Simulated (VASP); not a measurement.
# Cd (P-1) in VASP: electric field gradients with PBE

Aim: the electric field gradients of Cd with PBE.

All numbers are computed with VASP 6.6.1; they aren't measurements. Logs are shortened: lines on timing, memory, paths and dates and some standing lists are left out, and cuts for length are marked.

### Step 1. The cell of the first run

The typed cell holds 2 atoms: a = 2.980 Å, b = 3.018 Å, c = 5.619 Å, α = 90.62°, β = 91.71°, γ = 121.27°.

### Step 2. Electric field gradients, PBE (equal xy, yz and zx shear strains of -3 %)

The input, INCAR:

```
SYSTEM = Cd
  PREC = Accurate
  ENCUT = 520
  EDIFF = 1E-8
  ISMEAR = -1
  SIGMA = 0.05
  LREAL = .FALSE.
  LASPH = .TRUE.
  NELM = 60
  ALGO = Normal
  ISIF = 2
  LWAVE = .FALSE.
  LCHARG = .FALSE.
  GGA = PE
  LEFG = .TRUE.
  NBANDS = 19
```

The input, KPOINTS:

```
regular mesh
0
G
  14 14 7
  0 0 0
```

The input, POSCAR:

```
Cd
1.0
    2.9788725081     -0.0446830876     -0.0446830876
   -1.5281329430      2.6021208104     -0.0163551452
   -0.0842647500     -0.0842647500      5.6176500000
Cd
2
Direct
    0.3333333333      0.6666666667      0.2500000000
    0.6666666667      0.3333333333      0.7500000000
```

Potentials or basis: VASP PAW PBE potentials, release 64 (Cd).

Command:

```sh
$ cat potpaw_PBE.64/Cd/POTCAR > POTCAR
$ mpirun -np 1 vasp_std > vasp.out
```

OUTCAR:

```text
SYSTEM = Cd
   PREC = Accurate
   ENCUT = 520
   EDIFF = 1E-8
   ISMEAR = -1
   LREAL = .FALSE.
   LASPH = .TRUE.
   NELM = 60
   ISIF = 2
   GGA = PE

 ion  position               nearest neighbor table
   1  0.333  0.667  0.250-   2 3.22   2 3.25   2 3.29   2 3.32   2 3.34   2 3.34
   2  0.667  0.333  0.750-   1 3.22   1 3.25   1 3.29   1 3.32   1 3.34   1 3.34

  LATTYP: Found a triclinic cell.
 ALAT       =     2.9408941935
 B/A-ratio  =     1.0131417463
 C/A-ratio  =     1.9106140715
 COS(alpha) =     0.0297616073
 COS(beta)  =     0.0411893908
 COS(gamma) =     0.4804578458

  Lattice vectors:

 A1 = (   1.4507395651,   2.5574377228,  -0.0610382328)
 A2 = (   2.9788725081,  -0.0446830876,  -0.0446830876)
 A3 = (   0.0842647500,   0.0842647500,  -5.6176500000)

Analysis of symmetry for initial positions (statically):
=====================================================================
 Subroutine PRICEL returns:
 Original cell was already a primitive cell.

 Routine SETGRP: Setting up the symmetry group for a
 triclinic supercell.

 Subroutine GETGRP returns: Found  2 space group operations
 (whereof  2 operations were pure point group operations)
 out of a pool of  2 trial point group operations.

The static configuration has the point symmetry S_2 .

Analysis of symmetry for dynamics (positions and initial velocities):
=====================================================================
 Subroutine PRICEL returns:
 Original cell was already a primitive cell.

 Routine SETGRP: Setting up the symmetry group for a
 triclinic supercell.

 Subroutine GETGRP returns: Found  2 space group operations
 (whereof  2 operations were pure point group operations)
 out of a pool of  2 trial point group operations.

The dynamic configuration has the point symmetry S_2 .

 Subroutine INISYM returns: Found  2 space group operations
 (whereof  2 operations are pure point group operations),
 and found     1 'primitive' translations

----------------------------------------------------------------------------------------

                                     Primitive cell

  volume of cell :      43.1413

  direct lattice vectors                    reciprocal lattice vectors
     2.978872508 -0.044683088 -0.044683088     0.338803763  0.199018098  0.008067328
    -1.528132943  2.602120810 -0.016355145     0.005905694  0.387807234  0.005905694
    -0.084264750 -0.084264750  5.617650000     0.002712057  0.002712057  0.178091740

  length of vectors
     2.979542679  3.017696223  5.618913829     0.393015617  0.387897158  0.178133035

  position of ions in fractional coordinates (direct lattice)
     0.333333333  0.666666667  0.250000000
     0.666666667  0.333333333  0.750000000

  ion indices of the primitive-cell ions
   primitive index   ion index
                 1           1
                 2           2

----------------------------------------------------------------------------------------

 KPOINTS: regular mesh

Automatic generation of k-mesh.
 Grid dimensions read from file:
 generate k-points for:   14   14    7

 Generating k-lattice:

  Cartesian coordinates                     Fractional coordinates (reciprocal lattice)
     0.024200269  0.014215578  0.000576238     0.071428571  0.000000000 -0.000000000
     0.000421835  0.027700517  0.000421835    -0.000000000  0.071428571 -0.000000000
     0.000387437  0.000387437  0.025441677    -0.000000000  0.000000000  0.142857143

  Length of vectors
     0.028072544  0.027706940  0.025447576

  Shift w.r.t. Gamma in fractional coordinates (k-lattice)
     0.000000000  0.000000000  0.000000000

 Subroutine IBZKPT returns following result:
 ===========================================

 Found    688 irreducible k-points:

 Following reciprocal coordinates:
            Coordinates               Weight
  0.000000  0.000000  0.000000      1.000000
  0.071429  0.000000  0.000000      2.000000
  0.142857  0.000000 -0.000000      2.000000
  0.214286  0.000000  0.000000      2.000000
  0.285714  0.000000  0.000000      2.000000
  0.357143  0.000000  0.000000      2.000000
[... 16 lines left out ...]
 -0.000000  0.142857  0.000000      2.000000
  0.071429  0.142857  0.000000      2.000000
 [... further k-points ...]
   k-points           NKPTS =    688   k-points in BZ     NKDIM =    688   number of bands    NBANDS=     19
   number of dos      NEDOS =    301   number of ions     NIONS =      2
   total plane-waves  NPLWV =  24192
   dimension x,y,z NGX =    24 NGY =   24 NGZ =   42
   dimension x,y,z NGXF=    48 NGYF=   48 NGZF=   84
   ions per type =               2
   NGX,Y,Z   is equivalent  to a cutoff of  13.39, 13.22, 12.43 a.u.
   NGXF,Y,Z  is equivalent  to a cutoff of  26.78, 26.44, 24.85 a.u.
 SYSTEM =  Cd
   PREC   = accura    normal or accurate (medium, high low for compatibility)
   ISTART =      0    job   : 0-new  1-cont  2-samecut
   ICHARG =      2    charge: 1-file 2-atom 10-const
   ISPIN  =      1    spin polarized calculation?
   LNONCOLLINEAR =      F non collinear calculations
   LSORBIT =      F    spin-orbit coupling
   LASPH  =      T    aspherical Exc in radial PAW
   ENCUT  =  520.0 eV  38.22 Ry    6.18 a.u.   5.54  5.61 10.45*2*pi/ulx,y,z
   NELM   =     60;   NELMIN=  2; NELMDL= -5     # of ELM steps
   EDIFF  = 0.1E-07   stopping-criterion for ELM
   LREAL  =      F    real-space projection
   EDIFFG = 0.1E-06   stopping-criterion for IOM
   NSW    =      0    number of steps for IOM
   IBRION =     -1    ionic relax: 0-MD 1-quasi-New 2-CG
   NFREE  =      0    steps in history (QN), initial steepest desc. (CG)
   ISIF   =      2    stress and relaxation
   ISYM   =      2    0-nonsym 1-usesym 2-fastsym
   POTIM  = 0.5000    time-step for ionic-motion
   TEBEG  =    0.0;   TEEND  =   0.0 temperature during run
   PSTRESS=    0.0 pullay stress
   NELECT =      24.0000    total number of electrons
   NUPDOWN=      -1.0000    fix difference up-down
   EMIN   =  10.00;   EMAX   =-10.00  energy-range for DOS
   EFERMI =   0.00;   METHOD = LEGACY
   ISMEAR =    -1;   SIGMA  =   0.05  broadening in eV -4-tet -1-fermi 0-gaus
   EFERMI_NEDOS =   21; number of points for ismear=-14 and -15
   IALGO  =     38    algorithm
   IMIX   =      4    mixing-type and parameters
     AMIX     =   0.40;   BMIX     =  1.00
     AMIX_MAG =   1.60;   BMIX_MAG =  1.00
  volume/ion in A,a.u.               =      21.57       145.57
  Fermi-wavevector in a.u.,A,eV,Ry     =   1.346421  2.544367 24.665320  1.812850
  Thomas-Fermi vector in A             =   2.474254
   LORBIT       =      0    0 simple, 1 ext, 2 COOP (PROOUT), +10 PAW based schemes
   GGA     = PE    functional components
   LHFCALC =     F    Hartree Fock is set to
   AEXX    =    0.0000 exact exchange contribution
   IVDW    =     0    specifies the selected vdW correction
   LEPSILON=     F    determine dielectric tensor
   LRPA    =     F    only Hartree local field effects (RPA)
 non-spin polarized calculation
  energy-cutoff  :      520.00
  volume of cell :       43.14
 maximum number of plane-waves:      1182
 NGX is ok and might be reduce to    24
   NGX = 11   NGY = 11   NGZ = 21

 number of electron      24.0000003 magnetization

 Free energy of the ion-electron system (eV)
  ---------------------------------------------------
  ext. energy  EPLUGINS =         0.00000000
  ---------------------------------------------------
  free energy    TOTEN  =        -1.45360080 eV

  energy without entropy =       -1.44777242  energy(sigma->0) =       -1.45068661

 E-fermi :   2.9979     XC(G=0): -11.0355

 val. band max:        2.9977616956   @ k =  -0.4286   0.0714   0.0000
 cond. band min:       2.9987906663   @ k =  -0.2143   0.3571   0.0000
 fundamental gap:      0.0010289706
 Fermi energy:         2.9979130581

 k-point     1 :       0.0000    0.0000    0.0000
  band No.  band energies     occupation
      1      -6.9123      2.00000
      2      -6.6517      2.00000
      3      -6.3622      2.00000
      4      -6.3074      2.00000
      5      -6.1944      2.00000
      6      -6.1481      2.00000
[... 11 lines left out ...]
     18      18.3846      0.00000
     19      18.5081      0.00000

 k-point     2 :       0.0714    0.0000    0.0000
  band No.  band energies     occupation
      1      -6.8549      2.00000
      2      -6.5974      2.00000
      3      -6.3183      2.00000
      4      -6.2649      2.00000
      5      -6.2127      2.00000
      6      -6.1659      2.00000
[... 476 lines left out ...]
 k-point    24 :       0.0714    0.1429    0.0000
  band No.  band energies     occupation
      1      -6.6630      2.00000
      2      -6.4518      2.00000
      3      -6.3701      2.00000
      4      -6.2148      2.00000
      5      -6.0344      2.00000
      6      -5.9960      2.00000
[... 11 lines left out ...]
     18      16.9092      0.00000
     19      17.5526      0.00000

 [... further k-points ...]
[... 5 lines left out ...]
  --------------------------------------------------------------------------------------
  -------------------------------------------------------------------------------------
  Total        1.0849036      1.0195091      0.7335684      0.2005775      0.1171743      0.1127226
  in kB       40.2910672     37.8624505     27.2432092      7.4490309      4.3516098      4.1862827
  external PRESSURE =      35.1322423 kB  Pullay stress =       0.0000000 kB

 VOLUME and BASIS-vectors are now :
 -----------------------------------------------------------------------------
  energy-cutoff  :      520.00
  volume of cell :       43.14
      direct lattice vectors                 reciprocal lattice vectors
     2.978872508 -0.044683088 -0.044683088     0.338803763  0.199018098  0.008067328
    -1.528132943  2.602120810 -0.016355145     0.005905694  0.387807234  0.005905694
    -0.084264750 -0.084264750  5.617650000     0.002712057  0.002712057  0.178091740

 POSITION                                       TOTAL-FORCE (eV/Angst)
 -----------------------------------------------------------------------------------
     -0.04686      1.69879      1.37861        -0.004484      0.000521      0.001536
      1.41334      0.77439      4.17800         0.004484     -0.000521     -0.001536
 -----------------------------------------------------------------------------------
    total drift:                               -0.000000      0.000000     -0.000000

  FREE ENERGIE OF THE ION-ELECTRON SYSTEM (eV)
  ---------------------------------------------------
  free  energy   TOTEN  =        -1.4536007950 eV

  energy  without entropy=       -1.4477724227  energy(sigma->0) =       -1.45068661

 Electric field gradients (V/A^2)
---------------------------------------------------------------------
 ion       V_xx      V_yy      V_zz      V_xy      V_xz      V_yz
---------------------------------------------------------------------
   1     -40.947   -39.768    80.716    -8.858    -1.690    -1.260
   2     -40.947   -39.768    80.716    -8.858    -1.690    -1.260
---------------------------------------------------------------------

 Electric field gradients after diagonalization (V/A^2)
 (convention: |V_zz| > |V_xx| > |V_yy|)
----------------------------------------------------------------------
 ion       V_xx      V_yy      V_zz     asymmetry (V_yy - V_xx)/ V_zz
----------------------------------------------------------------------
   1     -49.269   -31.481    80.750       0.220
   2     -49.269   -31.481    80.750       0.220
----------------------------------------------------------------------

           NMR quadrupolar parameters

 Cq : quadrupolar parameter    Cq=e*Q*V_zz/h
 eta: asymmetry parameters     (V_yy - V_xx)/ V_zz
 Q  : nuclear electric quadrupole moment in mb (millibarn)
----------------------------------------------------------------------
 ion       Cq(MHz)       eta       Q (mb)
----------------------------------------------------------------------
   1       0.195       0.220       1.000
   2       0.195       0.220       1.000
----------------------------------------------------------------------
```

Wall time 13 min (1 thread of Intel Xeon 8259CL, shared host); peak memory 0.53 GiB.

Results:

```yaml
Free_energy: -1.4536 eV
Pressure: 3.5 GPa
Largest_force: 0.005 eV/Å
Band_gap_on_the_k_mesh: zero (bands 12 and 13 overlap by 4.42 eV)
Largest_electric_field_gradient_by_atom: Cd +80.8 V/Å²
```

Forces in eV/Å, atoms in the order of the input:
```
Cd  -0.004  0.001  0.002
Cd   0.004 -0.001 -0.002
```

Stress tensor (GPa, compression positive):
```
4.03 0.74 0.42
0.74 3.79 0.44
0.42 0.44 2.72
```

Levels at points of the mesh, in eV from the Fermi level:
```csv
k point,band 10,band 11,band 12,band 13,band 14,band 15
"(0.00, 0.00, 0.00)",-8.52,-8.49,-3.06,-3.04,10.57,14.10
"(0.50, 0.00, 0.00)",-8.20,-2.22,-1.66,1.97,3.26,3.39
"(0.00, 0.50, 0.00)",-8.22,-2.35,-1.85,1.89,3.12,3.13
"(0.50, 0.50, 0.00)",-8.23,-2.48,-2.04,1.82,2.86,2.97
```

Electric field gradients, principal values (V/Å²):
| atom | least | middle | greatest (by size) |
| --- | --- | --- | --- |
| 1 Cd | -31.481 | -49.269 | 80.750 |
| 2 Cd | -31.481 | -49.269 | 80.750 |

Caveat: the cell differs from its parent crystal (equal xy, yz and zx shear strains of -3 %); the cell stands under pressure; without QUAD_EFG the Cq values of the log hold for a quadrupole moment of 1 mb, not for the nuclei.
